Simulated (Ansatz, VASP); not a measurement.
**MoAs3: VASP beside Ansatz**

INCAR

```
SYSTEM = MoAs3
PREC = Accurate ; ENCUT = 600
EDIFF = 1E-6 ; ISMEAR = 0
SIGMA = 0.1 ; LREAL = .False.
LASPH = .True. ; NELM = 80
ALGO = Fast ; ISIF = 3
LWAVE = .False. ; LCHARG = .False.
GGA = PE ; IBRION = 2
NSW = 100 ; EDIFFG = -0.01
```

Contents of KPOINTS:

```
Automatic mesh
0
Gamma
  16 16 16
  0 0 0
```

The input POSCAR:

```
MoAs3
1.0
   -2.0203417566      2.0203417566      4.2120122175
    2.0203417566     -2.0203417566      4.2120122175
    2.0203417566      2.0203417566     -4.2120122175
Mo As
1 3
Direct
    0.0000000000      0.0000000000      0.0000000000
    0.5000000000      0.5000000000      0.0000000000
    0.2500000000      0.7500000000      0.5000000000
    0.7500000000      0.2500000000      0.5000000000
```

Input for Ansatz:

```yaml
crystal:
  lattice:
    - [-2.0203417566, 2.0203417566, 4.2120122175]
    - [2.0203417566, -2.0203417566, 4.2120122175]
    - [2.0203417566, 2.0203417566, -4.2120122175]
  atoms:
    - { symbol: Mo, position: [0.0, 0.0, 0.0] }
    - { symbol: As, position: [0.5, 0.5, 0.0] }
    - { symbol: As, position: [0.25, 0.75, 0.5] }
    - { symbol: As, position: [0.75, 0.25, 0.5] }
basis:
  ecutwfc: 420
kpoints:
  mp_grid: { grid: [16, 16, 16] }
hamiltonian:
  xc: pbe
scf:
  occupations: { method: gaussian, width: 0.1 }
output:
  forces: true
  stress: true
  eigenvalues: true
  write_density: true
  write_potential: true
  elf: true
  volumetric_format: npy
relax:
  adjacent_minimum: "off"
  f_tol: 0.01
  max_steps: 80
  cell: { stress_tol: 0.05 }
```

Alike in both runs: task relaxation of cell and atoms; functional PBE; k mesh 16 × 16 × 16; occupations gaussian, width 0.1 eV; no spin polarisation.

|  | VASP | Ansatz |
| --- | --- | --- |
| version | VASP 6.6.1 | Ansatz 0.2.0 |
| potentials or method | VASP PAW PBE potentials, release 64 (Mo_sv, As), cutoff 600 eV | scalar-relativistic, plane waves, PAW |
| valence electrons in the cell | 29 | 59 |

```csv
,VASP,Ansatz,Ansatz less VASP
"gap on the k mesh at the Fermi level, each at its own relaxed structure (eV)",none,none,-
relaxed volume (Å³/atom),17.17,17.14,-0.034
relaxed length of the cell vector where the two differ most in proportion (Å),4.981,4.974,-0.0064
```

A gap of «none» marks a metal or a gap that the smearing closes. VASP's potentials hold 29 valence electrons a cell and Ansatz's 59, so a difference there can come from the potentials and not from the codes.
